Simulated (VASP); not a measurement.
# Bi2Se3 (R-3m) in VASP: notebook, part 3 of 3

VASP 6.6.1.

## 5. Single point, PBE+D3(BJ)

This run uses another cell than the first one, of 30.08 Å³/atom.

INCAR

```
PREC = Accurate
ENCUT = 520
EDIFF = 1E-7
ISMEAR = -1
SIGMA = 0.05
LREAL = False
LASPH = True
NELM = 100
ALGO = Normal
ISIF = 2
LWAVE = False
LCHARG = True
GGA = PE
IVDW = 12
LELF = True
LVHAR = True
NBANDS = 32
```

KPOINTS

```
Automatic mesh
0
Gamma
  8 8 8
```

POSCAR

```
Bi2Se3
1.0
    2.1121279616      1.2194376472      9.7325442609
   -2.1121279616      1.2194376472      9.7325442609
    0.0000000000     -2.4388752945      9.7325442609
Bi Se
2 3
Direct
    0.5992000000      0.5992000000      0.5992000000
    0.4008000000      0.4008000000      0.4008000000
    0.7883000000      0.7883000000      0.7883000000
    0.2117000000      0.2117000000      0.2117000000
    0.0000000000      0.0000000000      0.0000000000
```

Potentials or basis: VASP PAW PBE potentials, release 64 (Bi_d, Se).

Command:

```bash
$ cat potpaw_PBE.64/Bi_d/POTCAR potpaw_PBE.64/Se/POTCAR > POTCAR
$ mpirun -np 1 vasp_std > vasp.out
```

OUTCAR:

```text
PREC = Accurate
   ENCUT = 520
   EDIFF = 1E-7
   ISMEAR = -1
   LREAL = False
   LASPH = True
   NELM = 100
   ISIF = 2
   GGA = PE
   IVDW = 12
 IVDW          = 12

 ion  position               nearest neighbor table
   1  0.599  0.599  0.599-   4 2.91   4 2.91   4 2.91   5 3.14   5 3.14   5 3.14
   2  0.401  0.401  0.401-   3 2.91   3 2.91   3 2.91   5 3.14   5 3.14   5 3.14
   3  0.788  0.788  0.788-   2 2.91   2 2.91   2 2.91
   4  0.212  0.212  0.212-   1 2.91   1 2.91   1 2.91
   5  0.000  0.000  0.000-   1 3.14   1 3.14   2 3.14   2 3.14   1 3.14   2 3.14

  LATTYP: Found a trigonal (rhomboedric) cell.
 ALAT       =    10.0334705108
 COS(alpha) =     0.9113725833

  Lattice vectors:

 A1 = (   2.1121279616,   1.2194376472,   9.7325442609)
 A2 = (  -2.1121279616,   1.2194376472,   9.7325442609)
 A3 = (   0.0000000000,  -2.4388752945,   9.7325442609)

Analysis of symmetry for initial positions (statically):
=====================================================================
 Subroutine PRICEL returns:
 Original cell was already a primitive cell.

 Routine SETGRP: Setting up the symmetry group for a
 trigonal (rhombohedral) supercell.

 Subroutine GETGRP returns: Found 12 space group operations
 (whereof 12 operations were pure point group operations)
 out of a pool of 12 trial point group operations.

The static configuration has the point symmetry D_3d.

Analysis of symmetry for dynamics (positions and initial velocities):
=====================================================================
 Subroutine PRICEL returns:
 Original cell was already a primitive cell.

 Routine SETGRP: Setting up the symmetry group for a
 trigonal (rhombohedral) supercell.

[... 126 lines left out ...]
   EFERMI_NEDOS =   21; number of points for ismear=-14 and -15
   IALGO  =     38    algorithm
   IMIX   =      4    mixing-type and parameters
     AMIX     =   0.40;   BMIX     =  1.00
     AMIX_MAG =   1.60;   BMIX_MAG =  1.00
  volume/ion in A,a.u.               =      30.08       202.99
  Fermi-wavevector in a.u.,A,eV,Ry     =   1.118758  2.114146 17.029312  1.251619
  Thomas-Fermi vector in A             =   2.255392
   LORBIT       =      0    0 simple, 1 ext, 2 COOP (PROOUT), +10 PAW based schemes
   GGA     = PE    functional components
   LHFCALC =     F    Hartree Fock is set to
   AEXX    =    0.0000 exact exchange contribution
   IVDW    =    12    specifies the selected vdW correction
   LEPSILON=     F    determine dielectric tensor
   LRPA    =     F    only Hartree local field effects (RPA)
 non-spin polarized calculation
  energy-cutoff  :      520.00
  volume of cell :      150.40
 maximum number of plane-waves:      4075
 NGX is ok and might be reduce to    80
   NGX = 37   NGY = 37   NGZ = 37

 number of electron      48.0000003 magnetization

 Free energy of the ion-electron system (eV)
  ---------------------------------------------------
  ext. energy  EPLUGINS =         0.00000000
  ---------------------------------------------------
  free energy    TOTEN  =       -20.19557226 eV

  energy without entropy =      -20.19539911  energy(sigma->0) =      -20.19548568

 E-fermi :   4.3981     XC(G=0):  -9.2337

 val. band max:        4.2665916015   @ k =   0.0000   0.0000   0.0000
 cond. band min:       4.5215197881   @ k =   0.0000   0.0000   0.0000
 fundamental gap:      0.2549281866
 Fermi energy:         4.3981172027

 k-point     1 :       0.0000    0.0000    0.0000
  band No.  band energies     occupation
      1     -18.7789      2.00000
      2     -18.7789      2.00000
      3     -18.7780      2.00000
      4     -18.7780      2.00000
      5     -18.7763      2.00000
      6     -18.7743      2.00000
[... 829 lines left out ...]
     31       9.1288      0.00000
     32      10.6751      0.00000

 [... further k-points ...]

------------------------ aborting loop because EDIFF is reached ----------------------------------------

 Edisp (eV)   -1.88353

 E8    (eV) :    -0.8522

  FORCE on cell =-STRESS in cart. coord.  units (eV):
  Direction    XX          YY          ZZ          XY          YZ          ZX
  --------------------------------------------------------------------------------------
  -------------------------------------------------------------------------------------
  Total      -2.86636    -2.86636    -2.83013    -0.00000     0.00000     0.00000
  in kB     -30.53404   -30.53404   -30.14803    -0.00000     0.00000     0.00000
  external pressure =      -30.41 kB  Pullay stress =        0.00 kB

 VOLUME and BASIS-vectors are now :
 -----------------------------------------------------------------------------
  energy-cutoff  :      520.00
  volume of cell :      150.40
      direct lattice vectors                 reciprocal lattice vectors
     2.112127962  1.219437647  9.732544261     0.236728081  0.136675022  0.034249352
    -2.112127962  1.219437647  9.732544261    -0.236728081  0.136675022  0.034249352
     0.000000000 -2.438875294  9.732544261     0.000000000 -0.273350043  0.034249352

 POSITION                                       TOTAL-FORCE (eV/Angst)
 -----------------------------------------------------------------------------------
      0.00000     -0.00000     17.49522        -0.000000     -0.000000      0.009774
      0.00000     -0.00000     11.70241        -0.000000      0.000000     -0.009774
      0.00000     -0.00000     23.01649        -0.000000      0.000000     -0.248685
      0.00000     -0.00000      6.18114        -0.000000     -0.000000      0.248685
      0.00000      0.00000      0.00000         0.000000      0.000000     -0.000000
 -----------------------------------------------------------------------------------
    total drift:                                0.000000      0.000000     -0.000000

  FREE ENERGIE OF THE ION-ELECTRON SYSTEM (eV)
  ---------------------------------------------------
  free  energy   TOTEN  =       -22.0790992976 eV

  energy  without entropy=      -22.0789261473  energy(sigma->0) =      -22.07901272
```

It took 24 min on 1 thread of AMD EPYC 9R45 (Zen 5), shared host; peak memory 0.98 GiB.

What came out:

| Item | Value |
| --- | --- |
| Free energy | -22.0791 eV |
| Pressure | -3.0 GPa |
| Largest force | 0.249 eV/Å |
| Band gap on the k mesh | 0.25 eV |
| Dispersion energy per atom | -0.377 eV |

Forces on the atoms (eV/Å):
```
Bi   0.000  0.000  0.010
Bi   0.000  0.000 -0.010
Se   0.000  0.000 -0.249
Se   0.000  0.000  0.249
Se   0.000  0.000  0.000
```

Levels at points of the mesh, in eV from the valence-band top:
```tsv
k point	band 22	band 23	band 24	band 25	band 26	band 27
(0.00, 0.00, 0.00)	-1.04	-1.04	0.00	0.25	1.44	1.44
(0.50, 0.00, 0.00)	-1.92	-1.07	-0.51	0.89	1.95	2.98
(0.50, 0.50, 0.00)	-1.69	-1.43	-0.91	1.39	1.99	2.54
(0.50, 0.50, 0.50)	-1.19	-1.19	-0.42	0.68	1.72	1.72
```

Caveat: the cell stands under tension; spin-orbit coupling is left out, which moves the levels of the heavy elements. A k mesh can miss the band edges.

## 6. The runs side by side

```tsv
level	cell	k mesh	gap on the mesh (eV)	pressure (GPa)	largest force (eV/Å)
PBE	a = 9.840 Å, angles 24.3°, 5 atoms	3 × 3 × 3	0.24	2.5	0.11
BLYP	a = 9.840 Å, angles 24.3°, 5 atoms	8 × 8 × 8	0.26	6.5	0.34
revPBE	a = 9.970 Å, angles 24.3°, 5 atoms	8 × 8 × 8	0.30	1.3	0.13
PBE+D3(BJ)	a = 10.033 Å, angles 24.3°, 5 atoms	8 × 8 × 8	0.25	-3.0	0.25
```

Alike in all rows: task single point; potentials or basis VASP PAW PBE potentials, release 64 (Bi_d, Se); no spin polarisation; cutoff (eV) 520; smearing fermi-dirac 0.05 eV.

Caveats: some runs use coarse meshes; spin-orbit coupling is left out, which moves the levels of the heavy elements; the PAW data sets were made with another functional, which shifts forces and pressure a little (at least some runs); the cell stands under pressure (at least some runs); the cell stands under tension (at least some runs).

Total energies depend on the potentials used, so only differences within one code and one set of settings carry meaning.
